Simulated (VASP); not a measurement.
Write the native input for VASP 6.6.1 that does the following.

```yaml
Task: single point
Functional: PBE
Potentials_or_basis: VASP PAW PBE potentials, release 64 (Gd, N)
Cutoff: 600 eV
k_mesh: 6 × 6 × 6
Occupations: gaussian, width 0.1 eV
Spin: collinear spin, ferromagnetic start
Starting_moments: "[7.0, 0.0] μB"
Hubbard_terms: Gd f U = 4.0 eV
Dipole_correction: no
Further_INCAR_settings: ALGO = Normal; EDIFF = 1e-06; NBANDS = 22
```

The structure of GdN lies in POSCAR:

```
GdN
1.0
    0.0000000000      2.4995000000      2.4995000000
    2.4995000000      0.0000000000      2.4995000000
    2.4995000000      2.4995000000      0.0000000000
Gd N
1 1
Direct
    0.0000000000      0.0000000000      0.0000000000
    0.5000000000      0.5000000000      0.5000000000
```

One way to write it, as run:

INCAR

```
  ALGO = Normal
  EDIFF = 1E-6
  ENCUT = 600
  GGA = PE
  GGA_COMPAT = F
  ISIF = 2
  ISMEAR = 0
  ISPIN = 2
  LASPH = T
  LCHARG = F
  LDAU = T
  LDAUJ = 0 0
  LDAUL = 3 -1
  LDAUPRINT = 1
  LDAUTYPE = 2
  LDAUU = 4 0
  LMAXMIX = 6
  LORBIT = 11
  LREAL = F
  LWAVE = F
  MAGMOM = 7 0
  NBANDS = 22
  NELM = 200
  PREC = Accurate
  SIGMA = 0.1
```

KPOINTS

```
k-points
0
Gamma
  6 6 6
```

Potentials or basis: VASP PAW PBE potentials, release 64 (Gd, N).

Command:

```console
$ cat potpaw_PBE.64/Gd/POTCAR potpaw_PBE.64/N/POTCAR > POTCAR
$ mpirun -np 1 vasp_std > vasp.out
```

Results of the run:

```json
{"Pressure": "0.1 GPa", "Band gap on the k mesh": "zero (filled and empty bands overlap)", "Net moment": "7.00 μB per cell", "Site moments": "Gd +6.86; N -0.11 μB", "Valence electrons inside the program's atomic spheres": "Gd 15.21; N 3.62"}
```

Caveat: the k points lie up to 0.36 Å⁻¹ apart; spin-orbit coupling is left out, which moves the levels of the heavy elements; a cell with one magnetic atom can't hold antiferromagnetic order, which such compounds often take.

Run time: 26 s on 1 thread of AMD EPYC 9R45 96-Core Processor (Zen 5), on a shared host, peak memory 0.16 GiB.
